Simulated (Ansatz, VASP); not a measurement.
## Ba: VASP beside Ansatz

File INCAR:

```
SYSTEM = Ba
ALGO     = Normal         ! electronic algorithm
EDIFF    = 1E-7           ! SCF threshold, eV
ENCUT    = 520            ! plane-wave cutoff, eV
GGA      = PS             ! functional
ISIF     = 2              ! what is computed and relaxed
ISMEAR   = -1             ! smearing method
LASPH    = .TRUE.         ! aspherical terms in the spheres
LCHARG   = .FALSE.        ! write CHGCAR
LREAL    = .FALSE.        ! projectors in reciprocal space
LWAVE    = .FALSE.        ! write WAVECAR
NBANDS   = 11             ! bands
NELM     = 80             ! most SCF steps
PREC     = Accurate       ! precision mode
SIGMA    = 0.08           ! smearing width, eV
```

File KPOINTS:

```
k-points
0
G
  12 12 12
  0 0 0
```

File POSCAR:

```
Ba
1.0
    0.0000000000      2.2702527750      2.2702527750
    2.2702527750      0.0000000000      2.2702527750
    2.2702527750      2.2702527750      0.0000000000
Ba
1
Direct
    0.0000000000      0.0000000000      0.0000000000
```

Input for Ansatz:

```yaml
crystal:
  lattice:
    - [0.0, 2.270252775, 2.270252775]
    - [2.270252775, 0.0, 2.270252775]
    - [2.270252775, 2.270252775, 0.0]
  atoms:
    - { symbol: Ba, position: [0.0, 0.0, 0.0] }
kpoints:
  mp_grid: { grid: [12, 12, 12] }
scf:
  occupations: { method: fermi_dirac, width: 0.08 }
hamiltonian:
  xc: pbesol
  pseudopotentials: { kind: all_electron, datasets: crystal }
output:
  forces: true
  stress: true
  eigenvalues: true
```

Change from the starting cell: volume scaled by 0.4, crystal datasets.

Alike in both runs: task single point; functional PBEsol; k mesh 12 × 12 × 12; occupations fermi-dirac, width 0.08 eV; no spin polarisation.

|  | VASP | Ansatz |
| --- | --- | --- |
| version | VASP 6.6.1 | Ansatz 0.2.0 |
| potentials or method | VASP PAW PBE potentials, release 64 (Ba_sv), cutoff 520 eV | all-electron PAW with datasets made for the crystal, scalar-relativistic |

Ansatz gave:

| Item | Value |
| --- | --- |
| pressure (GPa) | 27.7 |

Task: Estimate VASP's values.

Result: Pressure (GPa): 35.7.

VASP's potentials were made for PBE, not for PBEsol. Ansatz ran all-electron here, and VASP with PAW potentials.

Spin-orbit coupling is off throughout.
